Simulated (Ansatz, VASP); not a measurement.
## TiAl: VASP beside Ansatz

INCAR

```
SYSTEM = TiAl
PREC = Accurate
ENCUT = 520
EDIFF = 1E-6
ISMEAR = 0
SIGMA = 0.15
LREAL = .False.
LASPH = .True.
NELM = 80
ALGO = Fast
ISIF = 2
LWAVE = .False.
LCHARG = .False.
GGA = PS
NBANDS = 14
```

Contents of KPOINTS:

```
regular mesh
0
Gamma
  18 18 10
  0 0 0
```

The input POSCAR:

```
TiAl
1.0
    2.8385896104      0.0000000000      0.0000000000
   -1.4192948052      2.4831219328      0.0000000000
    0.0000000000      0.0000000000      4.6780830000
Ti Al
1 1
Direct
    0.0000000000      0.0000000000      0.0000000000
    0.3333333333      0.6666666667      0.5000000000
```

Input for Ansatz:

```yaml
crystal:
  lattice:
    - [2.8385896104, 0.0, 0.0]
    - [-1.4192948052, 2.4831219328, 0.0]
    - [0.0, 0.0, 4.678083]
  atoms:
    - { symbol: Ti, position: [0.0, 0.0, 0.0] }
    - { symbol: Al, position: [0.3333333333, 0.6666666667, 0.5] }
basis:
  ecutwfc: 420
kpoints:
  mp_grid: { grid: [18, 18, 10] }
hamiltonian:
  xc: pbesol
scf:
  occupations: { method: gaussian, width: 0.15 }
output:
  forces: true
  stress: true
  eigenvalues: true
  write_density: true
  write_potential: true
  elf: true
  volumetric_format: npy
```

Change from the starting cell: strain -0.0100 x Voigt [1, 0, 0, 0, 0, 0], atoms carried along.

Alike in both runs: task single point; functional PBEsol; k mesh 18 × 18 × 10; occupations gaussian, width 0.15 eV; no spin polarisation.

|  | VASP | Ansatz |
| --- | --- | --- |
| version | VASP 6.6.1 | Ansatz 0.2.0 |
| potentials or method | VASP PAW PBE potentials, release 64 (Ti_sv, Al), cutoff 520 eV | scalar-relativistic, plane waves, PAW |
| valence electrons in the cell | 15 | 15 |

```csv
,VASP,Ansatz,Ansatz less VASP
gap on the k mesh at the Fermi level (eV),none,none,-
pressure (GPa),-1.9,-1.9,+0.02
"traceless stress, the component that is largest in VASP (GPa)",-1.26,-1.33,-0.067
rms of the force components (eV/Å),0.017,0.017,-0.0001
```

VASP's potentials were made for PBE, not for PBEsol. Atom by atom the forces differ by 0.000 eV/Å (rms over components). A gap of «none» marks a metal or a gap that the smearing closes.
